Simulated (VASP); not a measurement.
Here is a VASP 6.6.1 calculation.

Contents of INCAR:

```
PREC = Accurate ; ENCUT = 520
EDIFF = 1E-6 ; ISMEAR = -1
SIGMA = 0.05 ; LREAL = False
LASPH = True ; NELM = 100
ALGO = Normal ; ISIF = 2
LWAVE = False ; LCHARG = True
GGA = CA ; LELF = True
LVHAR = True ; NBANDS = 63
```

The input KPOINTS:

```
Automatic mesh
0
Gamma
  4 4 3
```

POSCAR

```
HfIn4SiO6
1.0
    5.6986700000      0.0038100000      0.0155900000
   -0.7050600000      6.1081500000     -0.0057500000
   -2.7371800000     -1.3955700000      6.6307600000
Hf In Si O
1 4 1 6
Direct
    0.1179300000      0.0155600000      0.1329200000
    0.3884200000      0.9990100000      0.7289100000
    0.7586500000      0.0084200000      0.4958600000
    0.2346100000      0.4884100000      0.5330000000
    0.5964900000      0.4821100000      0.2052800000
    0.8677800000      0.4402900000      0.8554400000
    0.5531600000      0.3873800000      0.7929000000
    0.9345400000      0.3848300000      0.6559600000
    0.9841400000      0.2621800000      0.0034700000
    0.9908300000      0.6980600000      0.9845200000
    0.0866500000      0.0649300000      0.3937400000
    0.4868000000      0.1088300000      0.2179900000
```

Potentials or basis: VASP PAW LDA potentials, release 64 (Hf_pv, In_d, Si, O).

The run is started by

```bash
$ cat potpaw_LDA.64/Hf_pv/POTCAR potpaw_LDA.64/In_d/POTCAR potpaw_LDA.64/Si/POTCAR potpaw_LDA.64/O/POTCAR > POTCAR
$ mpirun -np 1 vasp_std > vasp.out
```

Question: Estimate the largest force.

Answer: 0.487 eV/Å.

Question: Predict the band gap on the k mesh.

Answer: 0.93 eV (least direct gap 1.15 eV).

Forces on the atoms (eV/Å):
```
Hf   0.083  0.184  0.176
In   0.026  0.271 -0.164
In   0.135  0.415 -0.171
In  -0.132 -0.335  0.238
In   0.006 -0.281 -0.037
Si  -0.013 -0.047  0.038
O    0.192 -0.072 -0.072
O   -0.015 -0.118  0.090
O    0.100 -0.244  0.047
O   -0.019  0.199  0.116
O    0.122  0.055 -0.278
O   -0.486 -0.027  0.018
```

Caveat: the cell stands under tension; spin-orbit coupling is left out, which moves the levels of the heavy elements. A k mesh can miss the band edges.
